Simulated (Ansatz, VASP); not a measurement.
Two plane-wave programs on BeTe

Contents of INCAR:

```
SYSTEM = BeTe
ALGO = Normal ; EDIFF = 1E-6
ENCUT = 600 ; GGA = PE
GGA_COMPAT = .FALSE. ; ISIF = 2
ISMEAR = 0 ; LASPH = .TRUE.
LCHARG = .FALSE. ; LREAL = .FALSE.
LWAVE = .FALSE. ; NBANDS = 11
NELM = 120 ; PREC = Accurate
SIGMA = 0.02
```

File KPOINTS:

```
k-points
0
G
  8 8 8
  0 0 0
```

The input POSCAR:

```
BeTe
1.0
    0.0000000000      2.7919107000      2.7919107000
    2.7919107000      0.0000000000      2.7919107000
    2.7919107000      2.7919107000      0.0000000000
Be Te
1 1
Direct
    0.0000000000      0.0000000000      0.0000000000
    0.7500000000      0.7500000000      0.7500000000
```

Input for Ansatz:

```yaml
crystal:
  lattice:
    - [0.0, 2.7919107, 2.7919107]
    - [2.7919107, 0.0, 2.7919107]
    - [2.7919107, 2.7919107, 0.0]
  atoms:
    - { symbol: Be, position: [0.0, 0.0, 0.0] }
    - { symbol: Te, position: [0.75, 0.75, 0.75] }
basis:
  ecutwfc: 420
kpoints:
  mp_grid: { grid: [8, 8, 8] }
hamiltonian:
  xc: pbe
scf:
  occupations: { method: gaussian, width: 0.02 }
output:
  forces: true
  stress: true
  eigenvalues: true
```

Alike in both runs: task single point; functional PBE; k mesh 8 × 8 × 8; occupations gaussian, width 0.02 eV; no spin polarisation.

|  | VASP | Ansatz |
| --- | --- | --- |
| version | VASP 6.6.1 | Ansatz 0.2.0 |
| potentials or method | VASP PAW PBE potentials, release 64 (Be, Te), cutoff 600 eV | scalar-relativistic, plane waves, PAW |
| valence electrons in the cell | 8 | 18 |

Ansatz gave:

```
gap on the k mesh at the Fermi level (eV) : 1.92
least direct gap on the mesh (eV)         : 3.61
pressure (GPa)                            : 2.6
```

Problem. Estimate VASP's values.

Solution. gap on the k mesh at the Fermi level (eV): 1.91; least direct gap on the mesh (eV): 3.59; pressure (GPa): 2.8.

VASP's potentials hold 8 valence electrons a cell and Ansatz's 18, so a difference there can come from the potentials and not from the codes.

Spin-orbit coupling is off throughout.
